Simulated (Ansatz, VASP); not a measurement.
## PbF2 in VASP and in Ansatz

```xyz
3
Lattice="0.0000 3.0003 3.0003 3.0003 0.0000 3.0003 3.0003 3.0003 0.0000" Properties=species:S:1:pos:R:3 pbc="T T T"
Pb    0.0000    0.0000    0.0000
F     1.5002    1.5002    1.5002
F     4.5005    4.5005    4.5005
```

Alike in both runs: functional PBE; k mesh 8 × 8 × 8; no spin polarisation.

Ansatz relaxed the structure, and its values are those at the end. VASP's run is a single point on that final structure, the one shown.

|  | VASP | Ansatz |
| --- | --- | --- |
| version | VASP 6.6.1 | Ansatz 0.2.0 |
| potentials or method | VASP PAW PBE potentials, release 64 (Pb_d, F), cutoff 600 eV | scalar-relativistic, plane waves, PAW |
| occupations | gaussian, width 0.01 eV | fixed |
| valence electrons in the cell | 28 | 28 |

```tsv
	VASP	Ansatz	Ansatz less VASP
gap on the k mesh at the Fermi level (eV)	4.42	4.42	+0.002
least direct gap on the mesh (eV)	4.56	4.56	+0.001
pressure (GPa)	-0.2	0.0	+0.25
```

Spin-orbit coupling is off throughout.
